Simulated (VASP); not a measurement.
A run of VASP 6.6.1:

The input INCAR:

```
PREC = Accurate
ENCUT = 400
EDIFF = 1E-6
ISMEAR = 0
SIGMA = 0.05
LREAL = False
LASPH = True
NELM = 120
ALGO = Normal
ISIF = 2
LWAVE = False
LCHARG = False
GGA = PS
NBANDS = 70
GGA_COMPAT = False
```

File KPOINTS:

```
regular mesh
0
Gamma
  1 1 5
```

File POSCAR:

```
GaSbH
1.0
   18.3000000000      0.0000000000      0.0000000000
    0.0000000000     10.0000000000      0.0000000000
    0.0000000000      0.0000000000      7.4659244539
Ga Sb H
4 4 4
Direct
    0.6766579301      0.4661350181      0.3333333333
    0.4411140233      0.4661350181      0.3333333333
    0.5588859767      0.4661350181      0.8333333333
    0.3233420699      0.4661350181      0.8333333333
    0.5588859767      0.5338649819      0.1666666667
    0.6766579301      0.5338649819      0.6666666667
    0.3233420699      0.5338649819      0.1666666667
    0.4411140233      0.5338649819      0.6666666667
    0.7483486736      0.5073639468      0.2318791507
    0.2516513264      0.5073639468      0.7318791507
    0.7547414788      0.4889595882      0.7771677191
    0.2452585212      0.4889595882      0.2771677191
```

Potentials or basis: VASP PAW PBE potentials, release 64 (Ga_d, Sb_d_GW, H).

Run with:

```bash
$ cat potpaw_PBE.64/Ga_d/POTCAR potpaw_PBE.64/Sb_d_GW/POTCAR potpaw_PBE.64/H/POTCAR > POTCAR
$ mpirun -np 1 vasp_std > vasp.out
```

Hardware: 1 thread of Intel(R) Xeon(R) 6975P-C (Granite Rapids) (shared host).

Problem. Estimate the wall time of this run.

Solution. It took 7.1 min on 1 thread of Intel(R) Xeon(R) 6975P-C (Granite Rapids), on a shared host, peak memory 0.9 GiB. Counts: scf iterations 24, k points 3.
